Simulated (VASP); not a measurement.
Runs of VASP 6.6.1 on KSrBr3. The structure is that of space group Pm-3m (No. 221), or close to it. The cells are those of the table. 

```csv
level,cell,gap on the mesh (eV),pressure (GPa)
r2SCAN,"a = 5.997 Å, 5 atoms",(c),-0.5
r2SCAN,"a = 5.938 Å, 5 atoms",4.44,0.0
PBE,"a = 5.924 Å, 5 atoms",(b),0.6
PBE,"a = 6.044 Å, 5 atoms",3.68,-0.4
PBE,"a = 5.985 Å, 5 atoms",3.72,0.0
r2SCAN,"a = 5.817 Å, 5 atoms",4.51,1.4
PBE,"a = 6.102 Å, 5 atoms",3.64,-0.8
PBE,"a = 5.862 Å, 5 atoms",3.80,(a)
r2SCAN,"a = 6.055 Å, 5 atoms",4.37,-0.9
PBE,"a = 5.938 Å, 5 atoms",3.75,0.5
r2SCAN,"a = 5.878 Å, 5 atoms",4.47,0.7
```

Alike in all rows: task single point; potentials or basis VASP PAW PBE potentials, release 64 (K_sv, Sr_sv, Br); no spin polarisation; k mesh 4 × 4 × 4; cutoff (eV) 520; smearing gaussian 0.01 eV.

Q: Estimate the missing entries.

A: (a) 1.3; (b) 3.76; (c) 4.40.

Caveats: the PAW data sets were made with another functional, which shifts forces and pressure a little (some runs).

A k mesh can miss the band edges, and the runs leave out spin-orbit coupling on Br, Sr.
